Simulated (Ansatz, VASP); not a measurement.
## GaSb: VASP beside Ansatz

File POSCAR:

```
GaSb
1.0
    0.0000000000      3.0590000000      3.0590000000
    3.0590000000      0.0000000000      3.0590000000
    3.0590000000      3.0590000000      0.0000000000
Sb Ga
1 1
Direct
    0.7500000000      0.7500000000      0.7500000000
    0.0000000000      0.0000000000      0.0000000000
```

File INCAR.step1:

```
PREC = Accurate ; ENCUT = 520
EDIFF = 1E-5 ; ISMEAR = -1
SIGMA = 0.05 ; LREAL = F
LASPH = T ; NELM = 100
ALGO = Normal ; ISIF = 2
LWAVE = T ; GGA = PE
NBANDS = 16
```

Contents of INCAR.step2:

```
PREC = Accurate ; ENCUT = 520
EDIFF = 1E-6 ; ISMEAR = -1
SIGMA = 0.05 ; LREAL = F
LASPH = T ; NELM = 100
ALGO = Normal ; ISIF = 2
LWAVE = F ; LCHARG = T
GGA = PE ; LHFCALC = T
HFSCREEN = 0.2079 ; PRECFOCK = Normal
LELF = T ; LVHAR = T
ISTART = 1 ; NBANDS = 16
```

The input KPOINTS:

```
regular mesh
0
Gamma
  6 6 6
```

File input.yaml:

```yaml
crystal:
  lattice:
    - [0.0, 3.059, 3.059]
    - [3.059, 0.0, 3.059]
    - [3.059, 3.059, 0.0]
  atoms:
    - { symbol: Sb, position: [0.75, 0.75, 0.75] }
    - { symbol: Ga, position: [0.0, 0.0, 0.0] }
kpoints:
  mp_grid: { grid: [6, 6, 6] }
scf:
  occupations: { method: fermi_dirac, width: 0.05 }
hamiltonian:
  xc: hse06
  pseudopotentials: { kind: all_electron, datasets: crystal }
output:
  forces: true
  stress: true
```

Alike in both runs: task single point; functional HSE06; k mesh 6 × 6 × 6; occupations fermi-dirac, width 0.05 eV; no spin polarisation.

|  | VASP | Ansatz |
| --- | --- | --- |
| version | VASP 6.6.1 | Ansatz 0.2.0 |
| potentials or method | VASP PAW PBE potentials, release 64 (Sb, Ga_d), cutoff 520 eV | all-electron PAW datasets made for the crystal |

Ansatz gave:

| Property | Result |
| --- | --- |
| gap on the k mesh at the Fermi level (eV) | 0.84 |
| least direct gap on the mesh (eV) | 0.84 |
| pressure (GPa) | 0.6 |

Task: Estimate VASP's values.

Result: gap on the k mesh at the Fermi level (eV): 0.85; least direct gap on the mesh (eV): 0.85; pressure (GPa): 0.1.

Ansatz ran all-electron here, and VASP with PAW potentials.

Neither program's run includes spin-orbit coupling. Noted on Ansatz's run: the program warned that the printed levels may be off, so bands, gaps and densities of states are rough.
